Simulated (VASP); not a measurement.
# CaS: single point with BLYP

CaS:

```
Ca S
1.0
     0.00000    2.86211    2.86211
     2.86211    0.00000    2.86211
     2.86211    2.86211    0.00000
Ca S
1 1
Cartesian
  2.8621 2.8621 2.8621
  0.0000 0.0000 0.0000
```

* Program: VASP 6.6.1
* Task: single point
* Functional: BLYP
* Potentials or basis: VASP PAW PBE potentials, release 64 (Ca_sv, S)
* Cutoff: 500 eV
* k mesh: 8 × 8 × 8
* Occupations: gaussian, width 0.05 eV
* Spin: no spin polarisation
* Dipole correction: no
* Further INCAR settings: ALGO = Normal; EDIFF = 1e-06; NBANDS = 15

- Pressure: 1.9 GPa
- Band gap on the k mesh: 2.48 eV, indirect (least direct gap 3.25 eV)

Levels at points of the mesh, in eV from the valence-band top:
| k point | band 5 | band 6 | band 7 | band 8 | band 9 | band 10 | band 11 | band 12 |
| --- | --- | --- | --- | --- | --- | --- | --- | --- |
| (0.00, 0.00, 0.00) | -11.24 | 0.00 | 0.00 | 0.00 | 4.12 | 4.12 | 4.12 | 4.26 |
| (0.50, 0.00, 0.00) | -10.49 | -2.96 | -1.13 | -1.13 | 5.45 | 5.91 | 5.99 | 5.99 |
| (0.50, 0.50, 0.00) | -10.66 | -2.16 | -0.77 | -0.77 | 2.48 | 5.42 | 6.00 | 6.53 |

Wall time 54 s on 1 thread of AMD EPYC 7R13, on a shared host, peak memory 0.14 GiB.

Caveat: the PAW data sets were made with another functional, which shifts forces and pressure a little. A k mesh can miss the band edges.
